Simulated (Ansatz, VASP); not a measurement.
Two plane-wave programs on Au

```
Au
1.0
    -6.23684    6.23684    0.00000
    -6.23684    0.00000    6.23684
     0.00000    6.23684    6.23684
Au
26
Direct
  0.32725 0.00000 0.00000
  0.00000 0.32725 0.00000
  0.00000 0.00000 0.32725
  0.67275 0.00000 0.00000
  0.33308 0.33308 0.00075
  0.33308 0.00075 0.33308
  0.00000 0.67275 0.00000
  0.00075 0.33308 0.33308
  0.00000 0.00000 0.67275
  0.67275 0.32725 0.00000
  0.67275 0.00000 0.32725
  0.32725 0.67275 0.00000
  0.33308 0.33308 0.33308
  0.32725 0.00000 0.67275
  0.00000 0.67275 0.32725
  0.00000 0.32725 0.67275
  0.66692 0.66692 0.99925
  0.66758 0.33242 0.33242
  0.66692 0.99925 0.66692
  0.33242 0.66758 0.33242
  0.33242 0.33242 0.66758
  0.99925 0.66692 0.66692
  0.66758 0.66758 0.33242
  0.66758 0.33242 0.66758
  0.33242 0.66758 0.66758
  0.66692 0.66692 0.66692
```

Change from the starting cell: Au vacancy (site a), charge +0, atoms relaxed at the host's cell.

Alike in both runs: functional PBE; k mesh 4 × 4 × 4; occupations gaussian, width 0.1 eV; no spin polarisation.

Ansatz relaxed the structure, and its values are those at the end. VASP's run is a single point on that final structure, the one shown.

|  | VASP | Ansatz |
| --- | --- | --- |
| version | VASP 6.6.1 | Ansatz 0.2.0 |
| potentials or method | VASP PAW PBE potentials, release 64 (Au), cutoff 520 eV | scalar-relativistic, plane waves, PAW |
| valence electrons in the cell | 286 | 494 |

```csv
,VASP,Ansatz,Ansatz less VASP
gap on the k mesh at the Fermi level (eV),none,none,-
rms of the force components (eV/Å),0.010,0.011,+0.0012
```

A gap of «none» marks a metal or a gap that the smearing closes. With one functional, cell and mesh, what is left measures potentials, basis and numerics. VASP's potentials hold 286 valence electrons a cell and Ansatz's 494, so a difference there can come from the potentials and not from the codes.

Spin-orbit coupling is off throughout.
